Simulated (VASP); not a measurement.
# S (Im-3m) in VASP: a series of runs

The runs below take S through single point, relaxation of cell and atoms, with PBEsol.

All numbers are computed with VASP 6.6.1; they aren't measurements. Logs are shortened: lines on timing, memory, paths and dates and some standing lists are left out, and cuts for length are marked.

## Step 1: The cell of the first run

The structure is cubic, space group Im-3m (No. 229). The conventional cell has a = 2.609 Å, b = 2.609 Å, c = 2.609 Å, α = 90.00°, β = 90.00°, γ = 90.00°. Within 3.0 Å of S (site symmetry m-3m) lie 14 S at 2.26 to 2.61 Å.

## Step 2: Single point, PBEsol

INCAR reads:

```
SYSTEM = S
PREC = Accurate
ENCUT = 500
EDIFF = 1E-6
ISMEAR = -1
SIGMA = 0.05
LREAL = .False.
LASPH = .True.
NELM = 120
ALGO = Normal
ISIF = 2
LWAVE = .False.
LCHARG = .False.
GGA = PS
NBANDS = 9
GGA_COMPAT = .False.
```

KPOINTS reads:

```
regular mesh
0
Gamma
  20 20 20
  0 0 0
```

POSCAR reads:

```
S
1.0
   -1.3044390656      1.3044390656      1.3044390656
    1.3044390656     -1.3044390656      1.3044390656
    1.3044390656      1.3044390656     -1.3044390656
S
1
Direct
    0.0000000000      0.0000000000      0.0000000000
```

Potentials or basis: VASP PAW PBE potentials, release 64 (S).

On the command line:

```bash
$ cat potpaw_PBE.64/S/POTCAR > POTCAR
$ mpirun -np 1 vasp_std > vasp.out
```

OUTCAR:

```text
SYSTEM = S
   PREC = Accurate
   ENCUT = 500
   EDIFF = 1E-6
   ISMEAR = -1
   LREAL = .False.
   LASPH = .True.
   NELM = 120
   ISIF = 2
   GGA = PS

 ion  position               nearest neighbor table
   1  0.000  0.000  0.000-

  LATTYP: Found a body centered cubic cell.
 ALAT       =     2.6088781312

  Lattice vectors:

 A1 = (  -1.3044390656,   1.3044390656,   1.3044390656)
 A2 = (   1.3044390656,  -1.3044390656,   1.3044390656)
 A3 = (   1.3044390656,   1.3044390656,  -1.3044390656)

Analysis of symmetry for initial positions (statically):
=====================================================================
 Subroutine PRICEL returns:
 Original cell was already a primitive cell.

 Routine SETGRP: Setting up the symmetry group for a
 body centered cubic supercell.

 Subroutine GETGRP returns: Found 48 space group operations
 (whereof 48 operations were pure point group operations)
 out of a pool of 48 trial point group operations.

The static configuration has the point symmetry O_h .

Analysis of symmetry for dynamics (positions and initial velocities):
=====================================================================
 Subroutine PRICEL returns:
 Original cell was already a primitive cell.

 Routine SETGRP: Setting up the symmetry group for a
 body centered cubic supercell.

 Subroutine GETGRP returns: Found 48 space group operations
 (whereof 48 operations were pure point group operations)
 out of a pool of 48 trial point group operations.

The dynamic configuration has the point symmetry O_h .

 Subroutine INISYM returns: Found 48 space group operations
 (whereof 48 operations are pure point group operations),
 and found     1 'primitive' translations

----------------------------------------------------------------------------------------

                                     Primitive cell

  volume of cell :       8.8783

  direct lattice vectors                    reciprocal lattice vectors
    -1.304439066  1.304439066  1.304439066     0.000000000  0.383306521  0.383306521
     1.304439066 -1.304439066  1.304439066     0.383306521  0.000000000  0.383306521
     1.304439066  1.304439066 -1.304439066     0.383306521  0.383306521  0.000000000

  length of vectors
     2.259354737  2.259354737  2.259354737     0.542077280  0.542077280  0.542077280

  position of ions in fractional coordinates (direct lattice)
     0.000000000  0.000000000  0.000000000

  ion indices of the primitive-cell ions
   primitive index   ion index
                 1           1

----------------------------------------------------------------------------------------

 KPOINTS: regular mesh

Automatic generation of k-mesh.
 Grid dimensions read from file:
 generate k-points for:   20   20   20

 Generating k-lattice:

  Cartesian coordinates                     Fractional coordinates (reciprocal lattice)
     0.000000000  0.019165326  0.019165326     0.050000000  0.000000000  0.000000000
     0.019165326  0.000000000  0.019165326     0.000000000  0.050000000  0.000000000
     0.019165326  0.019165326  0.000000000     0.000000000  0.000000000  0.050000000

  Length of vectors
     0.027103864  0.027103864  0.027103864

  Shift w.r.t. Gamma in fractional coordinates (k-lattice)
     0.000000000  0.000000000  0.000000000

 Subroutine IBZKPT returns following result:
 ===========================================

 Found    256 irreducible k-points:

 Following reciprocal coordinates:
            Coordinates               Weight
  0.000000  0.000000  0.000000      1.000000
  0.050000  0.000000  0.000000     12.000000
  0.100000  0.000000  0.000000     12.000000
  0.150000  0.000000  0.000000     12.000000
  0.200000  0.000000  0.000000     12.000000
  0.250000  0.000000  0.000000     12.000000
[... 16 lines left out ...]
  0.200000  0.100000  0.000000     48.000000
  0.250000  0.100000 -0.000000     48.000000
 [... further k-points ...]
   k-points           NKPTS =    256   k-points in BZ     NKDIM =    256   number of bands    NBANDS=      9
   number of dos      NEDOS =    301   number of ions     NIONS =      1
   total plane-waves  NPLWV =   4096
   dimension x,y,z NGX =    16 NGY =   16 NGZ =   16
   dimension x,y,z NGXF=    32 NGYF=   32 NGZF=   32
   ions per type =               1
   NGX,Y,Z   is equivalent  to a cutoff of  11.77, 11.77, 11.77 a.u.
   NGXF,Y,Z  is equivalent  to a cutoff of  23.55, 23.55, 23.55 a.u.
 SYSTEM =  S
   PREC   = accura    normal or accurate (medium, high low for compatibility)
   ISTART =      0    job   : 0-new  1-cont  2-samecut
   ICHARG =      2    charge: 1-file 2-atom 10-const
   ISPIN  =      1    spin polarized calculation?
   LNONCOLLINEAR =      F non collinear calculations
   LSORBIT =      F    spin-orbit coupling
   LASPH  =      T    aspherical Exc in radial PAW
   ENCUT  =  500.0 eV  36.75 Ry    6.06 a.u.   4.12  4.12  4.12*2*pi/ulx,y,z
   NELM   =    120;   NELMIN=  2; NELMDL= -5     # of ELM steps
   EDIFF  = 0.1E-05   stopping-criterion for ELM
   LREAL  =      F    real-space projection
   EDIFFG = 0.1E-04   stopping-criterion for IOM
   NSW    =      0    number of steps for IOM
   IBRION =     -1    ionic relax: 0-MD 1-quasi-New 2-CG
   NFREE  =      0    steps in history (QN), initial steepest desc. (CG)
   ISIF   =      2    stress and relaxation
   ISYM   =      2    0-nonsym 1-usesym 2-fastsym
   POTIM  = 0.5000    time-step for ionic-motion
   TEBEG  =    0.0;   TEEND  =   0.0 temperature during run
   PSTRESS=    0.0 pullay stress
   NELECT =       6.0000    total number of electrons
   NUPDOWN=      -1.0000    fix difference up-down
   EMIN   =  10.00;   EMAX   =-10.00  energy-range for DOS
   EFERMI =   0.00;   METHOD = LEGACY
   ISMEAR =    -1;   SIGMA  =   0.05  broadening in eV -4-tet -1-fermi 0-gaus
   EFERMI_NEDOS =   21; number of points for ismear=-14 and -15
   IALGO  =     38    algorithm
   IMIX   =      4    mixing-type and parameters
     AMIX     =   0.40;   BMIX     =  1.00
     AMIX_MAG =   1.60;   BMIX_MAG =  1.00
  volume/ion in A,a.u.               =       8.88        59.91
  Fermi-wavevector in a.u.,A,eV,Ry     =   1.436641  2.714857 28.081555  2.063936
  Thomas-Fermi vector in A             =   2.555806
   LORBIT       =      0    0 simple, 1 ext, 2 COOP (PROOUT), +10 PAW based schemes
   GGA     = PS    functional components
   LHFCALC =     F    Hartree Fock is set to
   AEXX    =    0.0000 exact exchange contribution
   IVDW    =     0    specifies the selected vdW correction
   LEPSILON=     F    determine dielectric tensor
   LRPA    =     F    only Hartree local field effects (RPA)
 non-spin polarized calculation
  energy-cutoff  :      500.00
  volume of cell :        8.88
 maximum number of plane-waves:       236
   NGX =  9   NGY =  9   NGZ =  9

 number of electron       6.0000003 magnetization

 Free energy of the ion-electron system (eV)
  ---------------------------------------------------
  ext. energy  EPLUGINS =         0.00000000
  ---------------------------------------------------
  free energy    TOTEN  =        -1.76482944 eV

  energy without entropy =       -1.76213892  energy(sigma->0) =       -1.76348418

 E-fermi :  18.4760     XC(G=0): -14.1202

 val. band max:       18.4754278689   @ k =  -0.3500   0.4500   0.2500
 cond. band min:      18.4793326570   @ k =   0.2500   0.1000  -0.0000
 fundamental gap:      0.0039047881
 Fermi energy:        18.4760302183

 k-point     1 :       0.0000    0.0000    0.0000
  band No.  band energies     occupation
      1      -6.4273      2.00000
      2      26.0667      0.00000
      3      26.0667      0.00000
      4      26.0667      0.00000
      5      30.9724      0.00000
      6      30.9724      0.00000
      7      30.9724      0.00000
      8      36.4438      0.00000
      9      36.4438      0.00000

 k-point     2 :       0.0500    0.0000    0.0000
  band No.  band energies     occupation
      1      -6.3241      2.00000
      2      25.2738      0.00000
      3      25.5485      0.00000
      4      25.9855      0.00000
      5      30.6609      0.00000
      6      31.2409      0.00000
      7      31.6743      0.00000
      8      35.6851      0.00000
      9      36.3218      0.00000

 k-point     3 :       0.1000    0.0000    0.0000
  band No.  band energies     occupation
      1      -6.0147      2.00000
      2      23.3726      0.00000
      3      24.4744      0.00000
      4      25.7497      0.00000
      5      29.8733      0.00000
      6      31.4277      0.00000
      7      33.2981      0.00000
      8      34.8246      0.00000
      9      36.1122      0.00000

 k-point     4 :       0.1500    0.0000    0.0000
  band No.  band energies     occupation
      1      -5.5000      2.00000
      2      20.9462      0.00000
      3      23.3234      0.00000
      4      25.3846      0.00000
      5      28.8721      0.00000
      6      30.8558      0.00000
      7      34.9793      0.00000
      8      35.3598      0.00000
      9      36.0462      0.00000

 k-point     5 :       0.2000    0.0000    0.0000
  band No.  band energies     occupation
      1      -4.7813      2.00000
      2      18.3076      1.93346
      3      22.2567      0.00000
      4      24.9343      0.00000
      5      27.8457      0.00000
      6      29.9238      0.00000
      7      35.7758      0.00000
      8      36.2363      0.00000
      9      37.6890      0.00000

 k-point     6 :       0.2500    0.0000    0.0000
  band No.  band energies     occupation
      1      -3.8609      2.00000
      2      15.6263      2.00000
      3      21.3273      0.00000
      4      24.4535      0.00000
      5      26.8975      0.00000
      6      29.0185      0.00000
      7      36.7057      0.00000
      8      36.8133      0.00000
      9      40.2152      0.00000
[... 169 lines left out ...]
 k-point    21 :       0.1000    0.1000    0.0000
  band No.  band energies     occupation
      1      -5.1916      2.00000
      2      20.4972      0.00000
      3      21.9100      0.00000
      4      24.2902      0.00000
      5      29.5615      0.00000
      6      31.3775      0.00000
      7      33.9300      0.00000
      8      35.5216      0.00000
      9      37.5410      0.00000

 k-point    22 :       0.1500    0.1000    0.0000
  band No.  band energies     occupation
      1      -4.4740      2.00000
      2      18.3408      1.87456
      3      20.4194      0.00000
      4      23.5511      0.00000
      5      29.1123      0.00000
      6      31.0550      0.00000
      7      34.3357      0.00000
      8      36.8060      0.00000
      9      38.8058      0.00000

 k-point    23 :       0.2000    0.1000    0.0000
  band No.  band energies     occupation
      1      -3.5549      2.00000
      2      15.8140      2.00000
      3      19.3274      0.00000
      4      22.8489      0.00000
      5      28.5503      0.00000
      6      30.6276      0.00000
      7      34.8544      0.00000
      8      38.3428      0.00000
      9      40.4405      0.00000

 k-point    24 :       0.2500    0.1000   -0.0000
  band No.  band energies     occupation
      1      -2.4374      2.00000
      2      13.2409      2.00000
      3      18.4793      0.96699
      4      22.2178      0.00000
      5      27.9693      0.00000
      6      30.2553      0.00000
      7      35.4951      0.00000
      8      39.7961      0.00000
      9      42.5226      0.00000

 [... further k-points ...]
[... 5 lines left out ...]
  --------------------------------------------------------------------------------------
  -------------------------------------------------------------------------------------
  Total        7.7700581      7.7700581      7.7700581     -0.0000000      0.0000000     -0.0000000
  in kB     1402.1790358   1402.1790358   1402.1790358     -0.0000000      0.0000000     -0.0000000
  external PRESSURE =    1402.1790358 kB  Pullay stress =       0.0000000 kB

 VOLUME and BASIS-vectors are now :
 -----------------------------------------------------------------------------
  energy-cutoff  :      500.00
  volume of cell :        8.88
      direct lattice vectors                 reciprocal lattice vectors
    -1.304439066  1.304439066  1.304439066     0.000000000  0.383306521  0.383306521
     1.304439066 -1.304439066  1.304439066     0.383306521  0.000000000  0.383306521
     1.304439066  1.304439066 -1.304439066     0.383306521  0.383306521  0.000000000

 POSITION                                       TOTAL-FORCE (eV/Angst)
 -----------------------------------------------------------------------------------
      0.00000      0.00000      0.00000        -0.000000      0.000000     -0.000000
 -----------------------------------------------------------------------------------
    total drift:                               -0.000000     -0.000000      0.000000

  FREE ENERGIE OF THE ION-ELECTRON SYSTEM (eV)
  ---------------------------------------------------
  free  energy   TOTEN  =        -1.7648294363 eV

  energy  without entropy=       -1.7621389153  energy(sigma->0) =       -1.76348418
```

It took 8.6 s on 1 thread of Intel Xeon 8259CL, shared host; peak memory 0.12 GiB.

Results:

```
Free energy            : -1.7648 eV
Pressure               : 140.2 GPa
Band gap on the k mesh : zero (band 3 reaches 26.07 eV, above the bottom of band 4 at 9.39 eV)
```

Levels at points of the mesh, in eV from the Fermi level:
| k point | band 1 | band 2 | band 3 | band 4 | band 5 | band 6 | band 7 | band 8 |
| --- | --- | --- | --- | --- | --- | --- | --- | --- |
| (0.00, 0.00, 0.00) | -24.90 | 7.59 | 7.59 | 7.59 | 12.50 | 12.50 | 12.50 | 17.97 |
| (0.50, 0.00, 0.00) | -15.45 | -14.04 | 0.69 | 4.57 | 6.09 | 8.35 | 22.93 | 23.35 |
| (0.50, 0.50, 0.50) | -6.56 | -6.56 | -6.56 | -6.07 | -0.72 | -0.72 | 28.89 | 28.89 |

Caveat: the PAW data sets were made with another functional, which shifts forces and pressure a little.

## Step 3: Single point, PBEsol

INCAR reads:

```
SYSTEM = S
PREC = Accurate
ENCUT = 500
EDIFF = 1E-6
ISMEAR = -1
SIGMA = 0.05
LREAL = .FALSE.
LASPH = .TRUE.
NELM = 120
ALGO = Normal
ISIF = 2
LWAVE = .FALSE.
LCHARG = .FALSE.
GGA = PS
NBANDS = 9
GGA_COMPAT = .FALSE.
```

KPOINTS reads:

```
Automatic mesh
0
G
  20 20 20
  0 0 0
```

POSCAR reads:

```
S
1.0
   -1.3047495531      1.3047495531      1.3047495531
    1.3047495531     -1.3047495531      1.3047495531
    1.3047495531      1.3047495531     -1.3047495531
S
1
Direct
    0.0000000000      0.0000000000      0.0000000000
```

Potentials or basis: VASP PAW PBE potentials, release 64 (S).

On the command line:

```bash
$ cat potpaw_PBE.64/S/POTCAR > POTCAR
$ mpirun -np 1 vasp_std > vasp.out
```

Wall time 11 s (1 thread of Intel Xeon 8259CL, shared host); peak memory 0.12 GiB.

The run converged. Its results:

- Free energy: -1.7704 eV
- Pressure: 139.9 GPa
- Band gap on the k mesh: zero (band 3 reaches 26.04 eV, above the bottom of band 4 at 9.38 eV)

Levels at points of the mesh, in eV from the Fermi level:
```
           k point  band 1  band 2  band 3  band 4  band 5  band 6  band 7  band 8
(0.00, 0.00, 0.00)  -24.89    7.58    7.58    7.58   12.50   12.50   12.50   17.96
(0.50, 0.00, 0.00)  -15.44  -14.03    0.69    4.57    6.09    8.34   22.92   23.34
(0.50, 0.50, 0.50)   -6.56   -6.56   -6.56   -6.08   -0.72   -0.72   28.88   28.88
```

Caveat: the PAW data sets were made with another functional, which shifts forces and pressure a little.

## Step 4: Relaxation of cell and atoms, PBEsol, target pressure 140 GPa, at which the enthalpy is minimised

INCAR reads:

```
  ALGO = Normal
  EDIFF = 1E-7
  EDIFFG = -0.005
  ENCUT = 500
  GGA = PS
  GGA_COMPAT = F
  IBRION = 2
  ISIF = 3
  ISMEAR = -1
  LASPH = T
  LCHARG = F
  LREAL = F
  LWAVE = F
  NELM = 120
  NELMIN = 4
  NSW = 32
  PREC = Accurate
  PSTRESS = 1400.0
  SIGMA = 0.05
```

KPOINTS reads:

```
k-points
0
Gamma
  20 20 20
```

POSCAR reads:

```
S
1.0
   -1.3044390656      1.3044390656      1.3044390656
    1.3044390656     -1.3044390656      1.3044390656
    1.3044390656      1.3044390656     -1.3044390656
S
1
Direct
    0.0000000000      0.0000000000      0.0000000000
```

On the command line:

```bash
$ cat potpaw_PBE.64/S/POTCAR > POTCAR
$ mpirun -np 1 vasp_std > vasp.out
```

It took 17 s on 1 thread of Intel Xeon 8259CL, shared host; peak memory 0.12 GiB.

It converged, with:

* Free energy: -1.7681 eV
* Relaxed volume: 8.88 Å³/atom
* Relaxed cell: a = 2.260 Å, b = 2.260 Å, c = 2.260 Å, α = 109.47°, β = 109.47°, γ = 109.47°
* Space group after relaxing (to 0.05 Å): Im-3m (No. 229)
* Energy change on relaxing (the enthalpy is what falls): -3.3 meV/atom
* Ionic steps: 3
* Pressure after relaxing: 140.0 GPa
* Band gap on the k mesh: zero (band 3 reaches 26.05 eV, above the bottom of band 4 at 9.38 eV)

The path:
```tsv
step	energy change (eV)	largest force (eV/Å)	pressure (GPa)	volume (Å³)
1	0.0000	0.0000	140.22	8.88
2	-0.0134	0.0000	139.33	8.89
3	-0.0033	0.0000	140.00	8.88
```

Final structure:
```
S
1.0
    -1.30462    1.30462    1.30462
     1.30462   -1.30462    1.30462
     1.30462    1.30462   -1.30462
S
1
Cartesian
  0.0000 0.0000 0.0000
```

Levels at points of the mesh, in eV from the Fermi level:
| k point | band 1 | band 2 | band 3 | band 4 | band 5 | band 6 |
| --- | --- | --- | --- | --- | --- | --- |
| (0.00, 0.00, 0.00) | -24.90 | 7.59 | 7.59 | 7.59 | 12.50 | 12.50 |
| (0.50, 0.00, 0.00) | -15.44 | -14.04 | 0.69 | 4.57 | 6.09 | 8.34 |
| (0.50, 0.50, 0.50) | -6.56 | -6.56 | -6.56 | -6.07 | -0.72 | -0.72 |

Caveat: the cell is relaxed towards a set pressure, so the enthalpy falls and the energy may rise; the PAW data sets were made with another functional, which shifts forces and pressure a little.

## Step 5: Overview

```csv
task,cell,gap on the mesh (eV),pressure (GPa)
single point,"a = 2.259 Å, angles 109.5°, 1 atom",none,140.2
single point,"a = 2.260 Å, angles 109.5°, 1 atom",none,139.9
relaxation of cell and atoms,"relaxed to 140 GPa from a = 2.259 Å, angles 109.5°, 1 atom",none,140.0
```

Alike in all rows: level PBEsol; potentials or basis VASP PAW PBE potentials, release 64 (S); no spin polarisation; k mesh 20 × 20 × 20; cutoff (eV) 500; smearing fermi-dirac 0.05 eV.

Caveats: the PAW data sets were made with another functional, which shifts forces and pressure a little; the cell is relaxed towards a set pressure, so the enthalpy falls and the energy may rise (some runs).

Total energies depend on the potentials used, so only differences within one code and one set of settings carry meaning.
